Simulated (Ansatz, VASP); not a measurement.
Ge in VASP and in Ansatz

```xyz
4
Lattice="3.9970 0.0000 0.0000 -1.9985 3.4615 0.0000 0.0000 0.0000 6.5964" Properties=species:S:1:pos:R:3 pbc="T T T"
Ge    1.9985    1.1538    0.6025
Ge    0.0000    2.3077    3.5257
Ge    1.9985    1.1538    3.0707
Ge    0.0000    2.3077    5.9939
```

Change from the starting cell: mode 6 (211.4 1/cm) frozen in, largest displacement +0.188 Å.

Alike in both runs: task single point; functional PBEsol; k mesh 12 × 12 × 8; occupations gaussian, width 0.15 eV; no spin polarisation.

|  | VASP | Ansatz |
| --- | --- | --- |
| version | VASP 6.6.1 | Ansatz 0.2.0 |
| potentials or method | VASP PAW PBE potentials, release 64 (Ge_d), cutoff 520 eV | scalar-relativistic, plane waves, PAW |
| valence electrons in the cell | 56 | 56 |

|  | VASP | Ansatz | Ansatz less VASP |
| --- | --- | --- | --- |
| gap on the k mesh at the Fermi level (eV) | none | none | - |
| pressure (GPa) | 0.9 | 1.0 | +0.02 |
| traceless stress, the component that is largest in VASP (GPa) | -2.29 | -2.30 | -0.015 |
| rms of the force components (eV/Å) | 0.995 | 0.993 | -0.0016 |

VASP's potentials were made for PBE, not for PBEsol. Atom by atom the forces differ by 0.002 eV/Å (rms over components). A gap of «none» marks a metal or a gap that the smearing closes. The functional is the same, so the differences come from potentials, cutoffs and numerics.
